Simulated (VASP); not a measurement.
# Ti5Si3 (P6_3/mcm) in VASP: a series of runs

The runs below take Ti5Si3 through single point, relaxation of cell and atoms, with PBEsol.

Everything below comes from runs of VASP 6.6.1. Logs are shortened: lines on timing, memory, paths and dates and some standing lists are left out, and cuts for length are marked.

### 1 The cell of the first run

It takes space group P6_3/mcm (No. 193, hexagonal). Conventional cell: a = 7.406 Å, b = 7.406 Å, c = 5.066 Å, α = 90.00°, β = 90.00°, γ = 120.00°. Ti (site symmetry 32) has 8 Ti at 2.53 to 3.10 Å and 6 Si at 2.61 Å within 3.3 Å. Ti (site symmetry m2m) has 5 Si at 2.55 to 2.75 Å and 10 Ti at 3.10 to 3.20 Å within 3.4 Å. Si (site symmetry m2m) has 9 Ti at 2.55 to 2.75 Å and 2 Si at 2.99 Å within 3.4 Å.

### 2 Single point, PBEsol

Input file INCAR:

```
PREC = Accurate
ENCUT = 500
EDIFF = 1E-6
ISMEAR = 0
SIGMA = 0.1
LREAL = F
LASPH = T
NELM = 120
ALGO = Normal
ISIF = 2
LWAVE = F
LCHARG = F
GGA = PS
NBANDS = 86
GGA_COMPAT = F
```

Input file KPOINTS:

```
regular mesh
0
Gamma
  3 3 4
```

Input file POSCAR:

```
Ti5Si3
1.0
    7.4062195407      0.0000000000      0.0000000000
   -3.7031097703      6.4139742682      0.0000000000
    0.0000000000      0.0000000000      5.0662892746
Ti Si
10 6
Direct
    0.3333333333      0.6666666667      0.0000000000
    0.6666666667      0.3333333333      0.5000000000
    0.6666666667      0.3333333333      0.0000000000
    0.3333333333      0.6666666667      0.5000000000
    0.2491352675      0.0000000000      0.2500000000
    0.2491352675      0.2491352675      0.7500000000
    0.0000000000      0.2491352675      0.2500000000
    0.7508647325      0.0000000000      0.7500000000
    0.7508647325      0.7508647325      0.2500000000
    0.0000000000      0.7508647325      0.7500000000
    0.6077451280      0.0000000000      0.2500000000
    0.6077451280      0.6077451280      0.7500000000
    0.0000000000      0.6077451280      0.2500000000
    0.3922548720      0.0000000000      0.7500000000
    0.3922548720      0.3922548720      0.2500000000
    0.0000000000      0.3922548720      0.7500000000
```

Potentials or basis: VASP PAW PBE potentials, release 64 (Ti_sv, Si).

Run with:

```
$ cat potpaw_PBE.64/Ti_sv/POTCAR potpaw_PBE.64/Si/POTCAR > POTCAR
$ mpirun -np 1 vasp_std > vasp.out
```

OUTCAR:

```text
PREC = Accurate
   ENCUT = 500
   EDIFF = 1E-6
   ISMEAR = 0
   LREAL = F
   LASPH = T
   NELM = 120
   ISIF = 2
   GGA = PS

 ion  position               nearest neighbor table
   1  0.333  0.667  0.000-   4 2.53   4 2.53  14 2.61  13 2.61  11 2.61  16 2.61  15 2.61  12 2.61

   2  0.667  0.333  0.500-   3 2.53   3 2.53  11 2.61  16 2.61  14 2.61  13 2.61  12 2.61  15 2.61

   3  0.667  0.333  0.000-   2 2.53   2 2.53  11 2.61  16 2.61  14 2.61  13 2.61  12 2.61  15 2.61

   4  0.333  0.667  0.500-   1 2.53   1 2.53  14 2.61  13 2.61  11 2.61  16 2.61  15 2.61  12 2.61

   5  0.249  0.000  0.250-  15 2.55  13 2.55  11 2.66  14 2.75  14 2.75
   6  0.249  0.249  0.750-  14 2.55  16 2.55  12 2.66  15 2.75  15 2.75
   7  0.000  0.249  0.250-  11 2.55  15 2.55  13 2.66  16 2.75  16 2.75
   8  0.751  0.000  0.750-  12 2.55  16 2.55  14 2.66  11 2.75  11 2.75
   9  0.751  0.751  0.250-  11 2.55  13 2.55  15 2.66  12 2.75  12 2.75
  10  0.000  0.751  0.750-  14 2.55  12 2.55  16 2.66  13 2.75  13 2.75
  11  0.608  0.000  0.250-   9 2.55   7 2.55   2 2.61   3 2.61   1 2.61   4 2.61   5 2.66   8 2.75
                             8 2.75  14 2.99  14 2.99
  12  0.608  0.608  0.750-   8 2.55  10 2.55   2 2.61   3 2.61   1 2.61   4 2.61   6 2.66   9 2.75
                             9 2.75  15 2.99  15 2.99
  13  0.000  0.608  0.250-   5 2.55   9 2.55   1 2.61   4 2.61   3 2.61   2 2.61   7 2.66  10 2.75
                            10 2.75  16 2.99  16 2.99
  14  0.392  0.000  0.750-   6 2.55  10 2.55   1 2.61   4 2.61   3 2.61   2 2.61   8 2.66   5 2.75
                             5 2.75  11 2.99  11 2.99
  15  0.392  0.392  0.250-   5 2.55   7 2.55   1 2.61   4 2.61   3 2.61   2 2.61   9 2.66   6 2.75
                             6 2.75  12 2.99  12 2.99
  16  0.000  0.392  0.750-   8 2.55   6 2.55   2 2.61   3 2.61   1 2.61   4 2.61  10 2.66   7 2.75
                             7 2.75  13 2.99  13 2.99

  LATTYP: Found a hexagonal cell.
 ALAT       =     7.4062195407
 C/A-ratio  =     0.6840587491

  Lattice vectors:

 A1 = (   7.4062195407,   0.0000000000,   0.0000000000)
 A2 = (  -3.7031097703,   6.4139742682,   0.0000000000)
 A3 = (   0.0000000000,   0.0000000000,   5.0662892746)

Analysis of symmetry for initial positions (statically):
=====================================================================
 Subroutine PRICEL returns:
 Original cell was already a primitive cell.

 Routine SETGRP: Setting up the symmetry group for a
 hexagonal supercell.

 Subroutine GETGRP returns: Found 24 space group operations
 (whereof 12 operations were pure point group operations)
 out of a pool of 24 trial point group operations.

The static configuration has the point symmetry D_3d.
 The point group associated with its full space group is D_6h.

Analysis of symmetry for dynamics (positions and initial velocities):
=====================================================================
 Subroutine PRICEL returns:
 Original cell was already a primitive cell.

 Routine SETGRP: Setting up the symmetry group for a
 hexagonal supercell.

 Subroutine GETGRP returns: Found 24 space group operations
 (whereof 12 operations were pure point group operations)
 out of a pool of 24 trial point group operations.

The dynamic configuration has the point symmetry D_3d.
 The point group associated with its full space group is D_6h.

 Subroutine INISYM returns: Found 24 space group operations
 (whereof 12 operations are pure point group operations),
 and found     1 'primitive' translations

----------------------------------------------------------------------------------------

                                     Primitive cell

  volume of cell :     240.6655

  direct lattice vectors                    reciprocal lattice vectors
     7.406219541  0.000000000  0.000000000     0.135021652  0.077954787  0.000000000
    -3.703109770  6.413974268  0.000000000     0.000000000  0.155909575  0.000000000
     0.000000000  0.000000000  5.066289275     0.000000000  0.000000000  0.197383123

  length of vectors
     7.406219541  7.406219541  5.066289275     0.155909575  0.155909575  0.197383123

  position of ions in fractional coordinates (direct lattice)
     0.333333333  0.666666667  0.000000000
     0.666666667  0.333333333  0.500000000
     0.666666667  0.333333333  0.000000000
     0.333333333  0.666666667  0.500000000
     0.249135268  0.000000000  0.250000000
     0.249135268  0.249135268  0.750000000
[... 8 lines left out ...]
     0.392254872  0.392254872  0.250000000
     0.000000000  0.392254872  0.750000000

  ion indices of the primitive-cell ions
   primitive index   ion index
                 1           1
                 2           2
                 3           3
                 4           4
                 5           5
                 6           6
[... 8 lines left out ...]
                15          15
                16          16

----------------------------------------------------------------------------------------

 KPOINTS: regular mesh

Automatic generation of k-mesh.
 Grid dimensions read from file:
 generate k-points for:    3    3    4

 Generating k-lattice:

  Cartesian coordinates                     Fractional coordinates (reciprocal lattice)
     0.045007217  0.025984929  0.000000000     0.333333333  0.000000000  0.000000000
     0.000000000  0.051969858  0.000000000     0.000000000  0.333333333  0.000000000
     0.000000000  0.000000000  0.049345781     0.000000000  0.000000000  0.250000000

  Length of vectors
     0.051969858  0.051969858  0.049345781

  Shift w.r.t. Gamma in fractional coordinates (k-lattice)
     0.000000000  0.000000000  0.000000000

 Subroutine IBZKPT returns following result:
 ===========================================

 Found      9 irreducible k-points:

 Following reciprocal coordinates:
            Coordinates               Weight
  0.000000  0.000000  0.000000      1.000000
  0.333333 -0.000000  0.000000      6.000000
  0.333333  0.333333  0.000000      2.000000
  0.000000  0.000000  0.250000      2.000000
  0.333333 -0.000000  0.250000     12.000000
  0.333333  0.333333  0.250000      4.000000
  0.000000  0.000000  0.500000      1.000000
  0.333333 -0.000000  0.500000      6.000000
  0.333333  0.333333  0.500000      2.000000
   k-points           NKPTS =      9   k-points in BZ     NKDIM =      9   number of bands    NBANDS=     86
   number of dos      NEDOS =    301   number of ions     NIONS =     16
   total plane-waves  NPLWV = 116640
   dimension x,y,z NGX =    54 NGY =   54 NGZ =   40
   dimension x,y,z NGXF=   108 NGYF=  108 NGZF=   80
   ions per type =              10   6
   NGX,Y,Z   is equivalent  to a cutoff of  12.12, 12.12, 13.13 a.u.
   NGXF,Y,Z  is equivalent  to a cutoff of  24.24, 24.24, 26.25 a.u.
 SYSTEM =  unknown system
   PREC   = accura    normal or accurate (medium, high low for compatibility)
   ISTART =      0    job   : 0-new  1-cont  2-samecut
   ICHARG =      2    charge: 1-file 2-atom 10-const
   ISPIN  =      1    spin polarized calculation?
   LNONCOLLINEAR =      F non collinear calculations
   LSORBIT =      F    spin-orbit coupling
   LASPH  =      T    aspherical Exc in radial PAW
   ENCUT  =  500.0 eV  36.75 Ry    6.06 a.u.  13.50 13.50  9.24*2*pi/ulx,y,z
   NELM   =    120;   NELMIN=  2; NELMDL= -5     # of ELM steps
   EDIFF  = 0.1E-05   stopping-criterion for ELM
   LREAL  =      F    real-space projection
   EDIFFG = 0.1E-04   stopping-criterion for IOM
   NSW    =      0    number of steps for IOM
   IBRION =     -1    ionic relax: 0-MD 1-quasi-New 2-CG
   NFREE  =      0    steps in history (QN), initial steepest desc. (CG)
   ISIF   =      2    stress and relaxation
   ISYM   =      2    0-nonsym 1-usesym 2-fastsym
   POTIM  = 0.5000    time-step for ionic-motion
   TEBEG  =    0.0;   TEEND  =   0.0 temperature during run
   PSTRESS=    0.0 pullay stress
   NELECT =     144.0000    total number of electrons
   NUPDOWN=      -1.0000    fix difference up-down
   EMIN   =  10.00;   EMAX   =-10.00  energy-range for DOS
   EFERMI =   0.00;   METHOD = LEGACY
   ISMEAR =     0;   SIGMA  =   0.10  broadening in eV -4-tet -1-fermi 0-gaus
   EFERMI_NEDOS =   21; number of points for ismear=-14 and -15
   IALGO  =     38    algorithm
   IMIX   =      4    mixing-type and parameters
     AMIX     =   0.40;   BMIX     =  1.00
     AMIX_MAG =   1.60;   BMIX_MAG =  1.00
  volume/ion in A,a.u.               =      15.04       101.51
  Fermi-wavevector in a.u.,A,eV,Ry     =   1.379509  2.606893 25.892484  1.903044
  Thomas-Fermi vector in A             =   2.504472
   LORBIT       =      0    0 simple, 1 ext, 2 COOP (PROOUT), +10 PAW based schemes
   GGA     = PS    functional components
   LHFCALC =     F    Hartree Fock is set to
   AEXX    =    0.0000 exact exchange contribution
   IVDW    =     0    specifies the selected vdW correction
   LEPSILON=     F    determine dielectric tensor
   LRPA    =     F    only Hartree local field effects (RPA)
 non-spin polarized calculation
 Gauss-broadening in eV      SIGMA  =   0.10
  energy-cutoff  :      500.00
  volume of cell :      240.67
 maximum number of plane-waves:      6133
 NGX is ok and might be reduce to    54
   NGX = 27   NGY = 27   NGZ = 19

 number of electron     144.0000017 magnetization

 Free energy of the ion-electron system (eV)
  ---------------------------------------------------
  ext. energy  EPLUGINS =         0.00000000
  ---------------------------------------------------
  free energy    TOTEN  =      -131.20285464 eV

  energy without entropy =     -131.13660732  energy(sigma->0) =     -131.16973098

 E-fermi :   9.2630     XC(G=0): -11.8399

 val. band max:        9.2437522660   @ k =   0.0000   0.0000   0.2500
 cond. band min:       9.2780385459   @ k =   0.3333  -0.0000   0.2500
 fundamental gap:      0.0342862799
 Fermi energy:         9.2629582066

 k-point     1 :       0.0000    0.0000    0.0000
  band No.  band energies     occupation
      1     -47.2653      2.00000
      2     -47.2457      2.00000
      3     -47.2457      2.00000
      4     -47.2302      2.00000
      5     -47.2290      2.00000
      6     -47.2290      2.00000
[... 76 lines left out ...]
     83      11.0826      0.00000
     84      11.2068      0.00000

 k-point     2 :       0.3333   -0.0000    0.0000
  band No.  band energies     occupation
      1     -47.2645      2.00000
      2     -47.2464      2.00000
      3     -47.2458      2.00000
      4     -47.2302      2.00000
      5     -47.2291      2.00000
      6     -47.2289      2.00000
[... 598 lines left out ...]
     83      10.6449      0.00000
     84      10.6449      0.00000

 k-point     9 :       0.3333    0.3333    0.5000
  band No.  band energies     occupation
      1     -47.2472      2.00000
      2     -47.2472      2.00000
      3     -47.2376      2.00000
      4     -47.2376      2.00000
      5     -47.2376      2.00000
      6     -47.2376      2.00000
[... 76 lines left out ...]
     83      10.6729      0.00000
     84      10.6729      0.00000
 [bands above 84 left out]

------------------------ aborting loop because EDIFF is reached ----------------------------------------

  FORCE on cell =-STRESS in cart. coord.  units (eV):
  Direction    XX          YY          ZZ          XY          YZ          ZX
  --------------------------------------------------------------------------------------
  -------------------------------------------------------------------------------------
  Total        0.0092449      0.0092449      0.0352742      0.0000000      0.0000000     -0.0000000
  in kB        0.0615456      0.0615456      0.2348301      0.0000000      0.0000000     -0.0000000
  external PRESSURE =       0.1193071 kB  Pullay stress =       0.0000000 kB

 VOLUME and BASIS-vectors are now :
 -----------------------------------------------------------------------------
  energy-cutoff  :      500.00
  volume of cell :      240.67
      direct lattice vectors                 reciprocal lattice vectors
     7.406219541  0.000000000  0.000000000     0.135021652  0.077954787  0.000000000
    -3.703109770  6.413974268  0.000000000     0.000000000  0.155909575  0.000000000
     0.000000000  0.000000000  5.066289275     0.000000000  0.000000000  0.197383123

 POSITION                                       TOTAL-FORCE (eV/Angst)
 -----------------------------------------------------------------------------------
     -0.00000      4.27598      0.00000        -0.000000     -0.000000     -0.000000
      3.70311      2.13799      2.53314        -0.000000     -0.000000     -0.000000
      3.70311      2.13799      0.00000        -0.000000      0.000000     -0.000000
     -0.00000      4.27598      2.53314        -0.000000     -0.000000     -0.000000
      1.84515      0.00000      1.26657        -0.006332     -0.000000      0.000000
      0.92258      1.59795      3.79972        -0.003166     -0.005484      0.000000
[... 8 lines left out ...]
      1.45256      2.51591      1.26657         0.001774      0.003073     -0.000000
     -1.45256      2.51591      3.79972        -0.001774      0.003073      0.000000
 -----------------------------------------------------------------------------------
    total drift:                               -0.000000      0.000000     -0.000000

  FREE ENERGIE OF THE ION-ELECTRON SYSTEM (eV)
  ---------------------------------------------------
  free  energy   TOTEN  =      -131.2028546444 eV

  energy  without entropy=     -131.1366073221  energy(sigma->0) =     -131.16973098
```

Run time: 2.9 min. Hardware: 1 thread of Intel Xeon 6975P-C (Granite Rapids), shared host; peak memory 0.38 GiB.

Results:

- Free energy: -131.2029 eV
- Pressure: 0.0 GPa
- Largest force: 0.006 eV/Å
- Band gap on the k mesh: zero (bands 72 and 73 overlap by 0.52 eV)

Forces on the atoms (eV/Å):
```
Ti   0.000  0.000  0.000
Ti   0.000  0.000  0.000
Ti   0.000  0.000  0.000
Ti   0.000  0.000  0.000
Ti  -0.006  0.000  0.000
Ti  -0.003 -0.005  0.000
Ti   0.003 -0.005  0.000
Ti   0.006  0.000  0.000
Ti   0.003  0.005  0.000
Ti  -0.003  0.005  0.000
Si  -0.004  0.000  0.000
Si  -0.002 -0.003  0.000
Si   0.002 -0.003  0.000
Si   0.004  0.000  0.000
Si   0.002  0.003  0.000
Si  -0.002  0.003  0.000
```

Levels at points of the mesh, in eV from the Fermi level:
```
           k point  band 70  band 71  band 72  band 73  band 74  band 75
(0.00, 0.00, 0.00)    -0.58    -0.58    -0.42     0.24     0.24     0.54
(0.00, 0.00, 0.50)    -0.88     0.44     0.44     0.44     0.44     0.47
```

Caveat: the PAW data sets were made with another functional, which shifts forces and pressure a little.

### 3 Single point, PBEsol

This run uses another cell than the first one, of 15.57 Å³/atom.

Input file INCAR:

```
PREC = Accurate
ENCUT = 500
EDIFF = 1E-6
ISMEAR = 0
SIGMA = 0.1
LREAL = False
LASPH = True
NELM = 120
ALGO = Normal
ISIF = 2
LWAVE = False
LCHARG = False
GGA = PS
NBANDS = 86
GGA_COMPAT = False
```

KPOINTS is that of step 2.

Input file POSCAR:

```
Ti5Si3
1.0
    7.4650000000      0.0000000000      0.0000000000
   -3.7325000000      6.4648796393      0.0000000000
    0.0000000000      0.0000000000      5.1620000000
Ti Si
10 6
Direct
    0.3333333333      0.6666666667      0.0000000000
    0.6666666667      0.3333333333      0.5000000000
    0.6666666667      0.3333333333      0.0000000000
    0.3333333333      0.6666666667      0.5000000000
    0.2300000000      0.0000000000      0.2500000000
    0.2300000000      0.2300000000      0.7500000000
    0.0000000000      0.2300000000      0.2500000000
    0.7700000000      0.0000000000      0.7500000000
    0.7700000000      0.7700000000      0.2500000000
    0.0000000000      0.7700000000      0.7500000000
    0.6000000000      0.0000000000      0.2500000000
    0.6000000000      0.6000000000      0.7500000000
    0.0000000000      0.6000000000      0.2500000000
    0.4000000000      0.0000000000      0.7500000000
    0.4000000000      0.4000000000      0.2500000000
    0.0000000000      0.4000000000      0.7500000000
```

Potentials or basis: VASP PAW PBE potentials, release 64 (Ti_sv, Si).

Run with:

```
$ cat potpaw_PBE.64/Ti_sv/POTCAR potpaw_PBE.64/Si/POTCAR > POTCAR
$ mpirun -np 1 vasp_std > vasp.out
```

Run time: 2.6 min. Hardware: 1 thread of Intel Xeon 6975P-C (Granite Rapids), shared host; peak memory 0.39 GiB.

The run converged. Its results:

* Free energy: -130.4794 eV
* Pressure: -5.7 GPa
* Largest force: 1.166 eV/Å
* Band gap on the k mesh: zero (bands 72 and 73 overlap by 0.45 eV)

Forces on the atoms (eV/Å):
```
Ti   0.000  0.000  0.000
Ti   0.000  0.000  0.000
Ti   0.000  0.000  0.000
Ti   0.000  0.000  0.000
Ti   1.166  0.000  0.000
Ti   0.583  1.010  0.000
Ti  -0.583  1.010  0.000
Ti  -1.166  0.000  0.000
Ti  -0.583 -1.010  0.000
Ti   0.583 -1.010  0.000
Si   0.185  0.000  0.000
Si   0.093  0.160  0.000
Si  -0.093  0.160  0.000
Si  -0.185  0.000  0.000
Si  -0.093 -0.160  0.000
Si   0.093 -0.160  0.000
```

Stress tensor (GPa, compression positive):
```
-4.56  0.00  0.00
 0.00 -4.56  0.00
 0.00  0.00 -7.91
```

Levels at points of the mesh, in eV from the Fermi level:
| k point | band 68 | band 69 | band 70 | band 71 | band 72 | band 73 | band 74 | band 75 | band 76 | band 77 |
| --- | --- | --- | --- | --- | --- | --- | --- | --- | --- | --- |
| (0.00, 0.00, 0.00) | -1.02 | -0.99 | -0.44 | -0.44 | -0.41 | -0.06 | -0.06 | 0.11 | 0.53 | 0.53 |
| (0.00, 0.00, 0.50) | -0.90 | -0.90 | -0.90 | 0.32 | 0.32 | 0.45 | 0.45 | 0.45 | 0.45 | 0.53 |

Caveat: the cell stands under tension; the PAW data sets were made with another functional, which shifts forces and pressure a little.

[end of part 1 of 2]
